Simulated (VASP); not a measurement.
TiTe3Se:

```
Ti Te Se
1.0
     4.85990    0.00000    0.00000
     0.00000    4.85990    0.00000
     0.00000    0.00000    7.53974
Ti Te Se
1 3 1
Cartesian
  2.4299 2.4299 5.1612
  2.4299 0.0000 2.6700
  0.0000 2.4299 2.6700
  2.4299 2.4299 7.3880
  2.4299 2.4299 1.9301
```

The cell was generated, and may not be a known phase.

* Program: VASP 6.6.1
* Task: relaxation of cell and atoms
* Functional: PBE
* Potentials or basis: VASP PAW PBE potentials, release 64 (Ti_sv, Te, Se)
* Cutoff: 600 eV
* k mesh: 4 × 4 × 2
* Occupations: gaussian, width 0.1 eV
* Spin: collinear spin
* Starting moments: [1.0, 0.0, 0.0, 0.0, 0.0] μB

At the start: pressure 20.3 GPa; volume 35.62 Å³/atom.

Q: Where does the relaxation end?

A: Over 41 steps the energy falls by 1448.7 meV/atom and the volume is 52.56 Å³/atom (+47.6 %); space group P4mm (No. 99, to 0.1 Å) before and after; moment 0.00 μB per cell.

Step by step:
```tsv
step	energy change (eV)	largest force (eV/Å)	pressure (GPa)	volume (Å³)
1	0.0000	9.7358	20.26	178.08
3	-4.8198	2.3242	0.18	240.63
5	-5.7385	4.8425	0.40	249.70
7	-6.1796	1.9653	-0.47	266.66
9	-6.3211	1.8306	-0.69	262.66
11	-6.6472	1.8289	-1.31	255.36
13	-6.8718	1.0829	0.94	234.40
15	-7.0262	1.6479	0.64	240.86
17	-7.1503	0.7603	-0.94	254.99
19	-7.2121	0.4970	-0.22	253.85
21	-7.2235	0.1010	0.13	251.60
23	-7.2287	0.1790	0.02	251.90
25	-7.2331	0.1833	0.15	252.88
27	-7.2371	0.0478	0.14	255.03
29	-7.2386	0.1124	0.14	257.42
31	-7.2407	0.0558	-0.11	261.44
33	-7.2412	0.0465	-0.07	261.09
35	-7.2422	0.0417	0.04	260.76
37	-7.2426	0.0569	0.06	261.07
39	-7.2433	0.0517	-0.03	262.73
41	-7.2434	0.0350	0.01	262.79
```

Final structure:
```
Ti Te Se
1.0
     5.34652    0.00000    0.00000
     0.00000    5.34652    0.00000
     0.00000    0.00000    9.19313
Ti Te Se
1 3 1
Cartesian
  2.6733 2.6733 5.4619
  2.6733 5.3465 3.9039
  0.0000 2.6733 3.9039
  2.6733 2.6733 7.9114
  2.6733 2.6733 2.9843
```

Caveat: the k points lie up to 0.34 Å⁻¹ apart in the final cell; the volume moved by over 15 % at a fixed basis, so the end points are rough; this functional lacks dispersion, which binds layers or chains, so the pressure and a relaxed spacing across them are unreliable.
